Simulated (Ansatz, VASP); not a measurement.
# One calculation of CoSi2, two programs

```
Co Si
1.0
     0.00000    2.67800    2.67800
     2.67800    0.00000    2.67800
     2.67800    2.67800    0.00000
Co Si
1 2
Direct
  0.00000 0.00000 0.00000
  0.75000 0.75000 0.75000
  0.25000 0.25000 0.25000
```

Alike in both runs: task single point; functional BLYP; dispersion D4; k mesh 9 × 9 × 9; occupations tetrahedron; collinear spin; fixed moment 4 μB.

```csv
,VASP,Ansatz
version,VASP 6.6.1,Ansatz 0.2.0
potentials or method,"VASP PAW PBE potentials, release 64 (Co_sv, Si)",Ansatz PAW
plane-wave cutoff (eV),690,420
valence electrons in the cell,25,25
```

|  | VASP | Ansatz | Ansatz less VASP |
| --- | --- | --- | --- |
| net moment per atom (μB) | 1.33 | 1.33 | 0.000 |
| size of the moment on the site where the two differ most (μB) | 2.08 | 2.13 | +0.056 |

VASP's potentials were made for PBE, not for BLYP. Site moments also hang on the region over which each program counts them.
